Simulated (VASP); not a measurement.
# CaO in VASP: a series of runs, part 3 of 3

VASP 6.6.1. Earlier steps stand in the parts before.

### 5 Electric field gradients, PBE (volume scaled by 0.9405)

File INCAR:

```
PREC = Accurate
ENCUT = 520
EDIFF = 1E-8
ISMEAR = -1
SIGMA = 0.02
LREAL = F
LASPH = T
NELM = 60
ALGO = Normal
ISIF = 2
LWAVE = F
LCHARG = F
GGA = PE
LEFG = T
NBANDS = 15
```

File KPOINTS:

```
Automatic mesh
0
Gamma
  11 11 11
```

File POSCAR:

```
CaO
1.0
    0.0000000000      2.3994316606      2.3994316606
    2.3994316606      0.0000000000      2.3994316606
    2.3994316606      2.3994316606      0.0000000000
Ca O
1 1
Direct
    0.0000000000      0.0000000000      0.0000000000
    0.5000000000      0.5000000000      0.5000000000
```

Potentials or basis: VASP PAW PBE potentials, release 64 (Ca_sv, O).

Launch:

```bash
$ cat potpaw_PBE.64/Ca_sv/POTCAR potpaw_PBE.64/O/POTCAR > POTCAR
$ mpirun -np 1 vasp_std > vasp.out
```

OUTCAR:

```text
PREC = Accurate
   ENCUT = 520
   EDIFF = 1E-8
   ISMEAR = -1
   LREAL = F
   LASPH = T
   NELM = 60
   ISIF = 2
   GGA = PE

 ion  position               nearest neighbor table
   1  0.000  0.000  0.000-   2 2.40   2 2.40   2 2.40   2 2.40   2 2.40   2 2.40
   2  0.500  0.500  0.500-   1 2.40   1 2.40   1 2.40   1 2.40   1 2.40   1 2.40

  LATTYP: Found a face centered cubic cell.
 ALAT       =     4.7988633212

  Lattice vectors:

 A1 = (   0.0000000000,   2.3994316606,   2.3994316606)
 A2 = (   2.3994316606,   0.0000000000,   2.3994316606)
 A3 = (   2.3994316606,   2.3994316606,   0.0000000000)

Analysis of symmetry for initial positions (statically):
=====================================================================
 Subroutine PRICEL returns:
 Original cell was already a primitive cell.

 Routine SETGRP: Setting up the symmetry group for a
 face centered cubic supercell.

 Subroutine GETGRP returns: Found 48 space group operations
 (whereof 48 operations were pure point group operations)
 out of a pool of 48 trial point group operations.

The static configuration has the point symmetry O_h .

Analysis of symmetry for dynamics (positions and initial velocities):
=====================================================================
 Subroutine PRICEL returns:
 Original cell was already a primitive cell.

 Routine SETGRP: Setting up the symmetry group for a
 face centered cubic supercell.

 Subroutine GETGRP returns: Found 48 space group operations
 (whereof 48 operations were pure point group operations)
 out of a pool of 48 trial point group operations.

The dynamic configuration has the point symmetry O_h .

[... 574 lines left out ...]
      6       0.5985      2.00000
      7       1.4578      2.00000
      8       1.8438      2.00000
      9       8.4733      0.00000
     10       9.3836      0.00000
     11       9.5485      0.00000
     12      10.3867      0.00000
     13      11.6624      0.00000
     14      12.0793      0.00000
     15      18.5848      0.00000

 [... further k-points ...]

------------------------ aborting loop because EDIFF is reached ----------------------------------------

  FORCE on cell =-STRESS in cart. coord.  units (eV):
  Direction    XX          YY          ZZ          XY          YZ          ZX
  --------------------------------------------------------------------------------------
  -------------------------------------------------------------------------------------
  Total        0.4828330      0.4828330      0.4828330     -0.0000000      0.0000000      0.0000000
  in kB       27.9996380     27.9996380     27.9996380     -0.0000000      0.0000000      0.0000000
  external PRESSURE =      27.9996380 kB  Pullay stress =       0.0000000 kB

 VOLUME and BASIS-vectors are now :
 -----------------------------------------------------------------------------
  energy-cutoff  :      520.00
  volume of cell :       27.63
      direct lattice vectors                 reciprocal lattice vectors
     0.000000000  2.399431661  2.399431661    -0.208382680  0.208382680  0.208382680
     2.399431661  0.000000000  2.399431661     0.208382680 -0.208382680  0.208382680
     2.399431661  2.399431661  0.000000000     0.208382680  0.208382680 -0.208382680

 POSITION                                       TOTAL-FORCE (eV/Angst)
 -----------------------------------------------------------------------------------
      0.00000      0.00000      0.00000         0.000000     -0.000000      0.000000
      2.39943      2.39943      2.39943         0.000000      0.000000     -0.000000
 -----------------------------------------------------------------------------------
    total drift:                                0.000000      0.000000      0.000000

  FREE ENERGIE OF THE ION-ELECTRON SYSTEM (eV)
  ---------------------------------------------------
  free  energy   TOTEN  =       -12.7989731316 eV

  energy  without entropy=      -12.7989731315  energy(sigma->0) =      -12.79897313

 Electric field gradients (V/A^2)
---------------------------------------------------------------------
 ion       V_xx      V_yy      V_zz      V_xy      V_xz      V_yz
---------------------------------------------------------------------
   1       0.000     0.000    -0.000     0.000     0.000     0.000
   2       0.000    -0.000    -0.000    -0.001    -0.001    -0.001
---------------------------------------------------------------------

 Electric field gradients after diagonalization (V/A^2)
 (convention: |V_zz| > |V_xx| > |V_yy|)
----------------------------------------------------------------------
 ion       V_xx      V_yy      V_zz     asymmetry (V_yy - V_xx)/ V_zz
----------------------------------------------------------------------
   1      -0.000    -0.000     0.001       0.000
   2       0.001     0.001    -0.002       0.000
----------------------------------------------------------------------

           NMR quadrupolar parameters

 Cq : quadrupolar parameter    Cq=e*Q*V_zz/h
 eta: asymmetry parameters     (V_yy - V_xx)/ V_zz
 Q  : nuclear electric quadrupole moment in mb (millibarn)
----------------------------------------------------------------------
 ion       Cq(MHz)       eta       Q (mb)
----------------------------------------------------------------------
   1       0.000       0.000       1.000
   2      -0.000       0.000       1.000
----------------------------------------------------------------------
```

It took 49 s on 1 thread of Intel Xeon 8259CL, shared host; peak memory 0.17 GiB.

Results:

* Free energy: -12.7990 eV
* Pressure: 2.8 GPa
* Band gap on the k mesh: 3.67 eV, indirect (least direct gap 4.05 eV)

Caveat: without QUAD_EFG the Cq values of the log hold for a quadrupole moment of 1 mb, not for the nuclei. A k mesh can miss the band edges.

### 6 Electric field gradients, PBE (volume scaled by 0.97)

File INCAR:

```
PREC     = Accurate       # precision mode
ENCUT    = 520            # plane-wave cutoff, eV
EDIFF    = 1E-8           # SCF threshold, eV
ISMEAR   = -1             # smearing method
SIGMA    = 0.02           # smearing width, eV
LREAL    = F              # projectors in reciprocal space
LASPH    = T              # aspherical terms in the spheres
NELM     = 80             # most SCF steps
ALGO     = Normal         # electronic algorithm
ISIF     = 2              # what is computed and relaxed
LWAVE    = F              # write WAVECAR
LCHARG   = F              # write CHGCAR
GGA      = PE             # functional
LEFG     = T            
NBANDS   = 15             # bands
```

KPOINTS is that of step 5.

File POSCAR:

```
CaO
1.0
    0.0000000000      2.4242609349      2.4242609349
    2.4242609349      0.0000000000      2.4242609349
    2.4242609349      2.4242609349      0.0000000000
Ca O
1 1
Direct
    0.0000000000      0.0000000000      0.0000000000
    0.5000000000      0.5000000000      0.5000000000
```

Potentials or basis: VASP PAW PBE potentials, release 64 (Ca_sv, O).

Launch:

```bash
$ cat potpaw_PBE.64/Ca_sv/POTCAR potpaw_PBE.64/O/POTCAR > POTCAR
$ mpirun -np 1 vasp_std > vasp.out
```

OUTCAR:

```text
PREC = Accurate
   ENCUT = 520
   EDIFF = 1E-8
   ISMEAR = -1
   LREAL = F
   LASPH = T
   NELM = 80
   ISIF = 2
   GGA = PE

 ion  position               nearest neighbor table
   1  0.000  0.000  0.000-   2 2.42   2 2.42   2 2.42   2 2.42   2 2.42   2 2.42
   2  0.500  0.500  0.500-   1 2.42   1 2.42   1 2.42   1 2.42   1 2.42   1 2.42

  LATTYP: Found a face centered cubic cell.
 ALAT       =     4.8485218698

  Lattice vectors:

 A1 = (   0.0000000000,   2.4242609349,   2.4242609349)
 A2 = (   2.4242609349,   0.0000000000,   2.4242609349)
[... 644 lines left out ...]
  ---------------------------------------------------
  free  energy   TOTEN  =       -12.8055972390 eV

  energy  without entropy=      -12.8055972390  energy(sigma->0) =      -12.80559724

 Electric field gradients (V/A^2)
---------------------------------------------------------------------
 ion       V_xx      V_yy      V_zz      V_xy      V_xz      V_yz
---------------------------------------------------------------------
   1      -0.000    -0.000    -0.000     0.000     0.000     0.000
   2      -0.000     0.000    -0.000    -0.001    -0.001    -0.001
---------------------------------------------------------------------

 Electric field gradients after diagonalization (V/A^2)
 (convention: |V_zz| > |V_xx| > |V_yy|)
----------------------------------------------------------------------
 ion       V_xx      V_yy      V_zz     asymmetry (V_yy - V_xx)/ V_zz
----------------------------------------------------------------------
   1      -0.000    -0.000     0.000       0.000
   2       0.001     0.001    -0.003       0.000
----------------------------------------------------------------------

           NMR quadrupolar parameters

 Cq : quadrupolar parameter    Cq=e*Q*V_zz/h
 eta: asymmetry parameters     (V_yy - V_xx)/ V_zz
 Q  : nuclear electric quadrupole moment in mb (millibarn)
----------------------------------------------------------------------
 ion       Cq(MHz)       eta       Q (mb)
----------------------------------------------------------------------
   1       0.000       0.000       1.000
   2      -0.000       0.000       1.000
----------------------------------------------------------------------
```

OSZICAR:

```text
N       E                     dE             d eps       ncg     rms          rms(c)
DAV:   1     0.123925963522E+03    0.12393E+03   -0.85167E+03  1680   0.109E+03
DAV:   2    -0.936109990181E+01   -0.13329E+03   -0.12470E+03  2087   0.287E+02
DAV:   3    -0.143796950562E+02   -0.50186E+01   -0.49831E+01  1995   0.582E+01
DAV:   4    -0.145144510987E+02   -0.13476E+00   -0.13470E+00  2396   0.862E+00
DAV:   5    -0.145159443981E+02   -0.14933E-02   -0.14933E-02  1983   0.786E-01    0.856E+00
DAV:   6    -0.128891478924E+02    0.16268E+01   -0.52189E+00  1855   0.220E+01    0.367E+00
DAV:   7    -0.128089452357E+02    0.80203E-01   -0.41471E-01  1883   0.661E+00    0.181E+00
DAV:   8    -0.128062937266E+02    0.26515E-02   -0.76588E-02  2163   0.299E+00    0.414E-01
DAV:   9    -0.128049394675E+02    0.13543E-02   -0.43343E-03  1715   0.545E-01    0.111E-01
DAV:  10    -0.128056209734E+02   -0.68151E-03   -0.75171E-04  2072   0.244E-01    0.460E-02
DAV:  11    -0.128055969897E+02    0.23984E-04   -0.44844E-05  2056   0.814E-02    0.589E-03
DAV:  12    -0.128055971418E+02   -0.15206E-06   -0.77590E-06  1960   0.236E-02    0.405E-03
DAV:  13    -0.128055972255E+02   -0.83714E-07   -0.26757E-07  2174   0.588E-03    0.729E-04
DAV:  14    -0.128055972597E+02   -0.34214E-07   -0.50604E-08  2339   0.210E-03    0.167E-04
DAV:  15    -0.128055972390E+02    0.20671E-07   -0.29064E-09  1099   0.503E-04    0.185E-04
DAV:  16    -0.128055972390E+02    0.80490E-10   -0.15362E-09   938   0.334E-04
   1 F= -.12805597E+02 E0= -.12805597E+02  d E =-.366753E-13
```

Wall time 61 s (1 thread of Intel Xeon 8259CL, shared host); peak memory 0.17 GiB.

What came out:

| Quantity | Value |
| --- | --- |
| Free energy | -12.8056 eV |
| Pressure | -0.6 GPa |
| Band gap on the k mesh | 3.68 eV, indirect (least direct gap 4.06 eV) |

Caveat: without QUAD_EFG the Cq values of the log hold for a quadrupole moment of 1 mb, not for the nuclei.

### 7 Summary

| cell | gap on the mesh (eV) | pressure (GPa) |
| --- | --- | --- |
| a = 3.481, b = 3.481, c = 3.429 Å, angles 60.5, 60.5, 59.0°, 2 atoms | 3.64 | -3.4 |
| a = 3.463 Å, angles 60.0°, 2 atoms | 3.70 | -3.3 |
| a = 3.393 Å, angles 60.0°, 2 atoms | 3.67 | 2.8 |
| a = 3.428 Å, angles 60.0°, 2 atoms | 3.68 | -0.6 |

Alike in all rows: task electric field gradients; level PBE; potentials or basis VASP PAW PBE potentials, release 64 (Ca_sv, O); no spin polarisation; k mesh 11 × 11 × 11; cutoff (eV) 520; smearing fermi-dirac 0.02 eV.

Absolute energies hang on the potentials; compare differences alone.
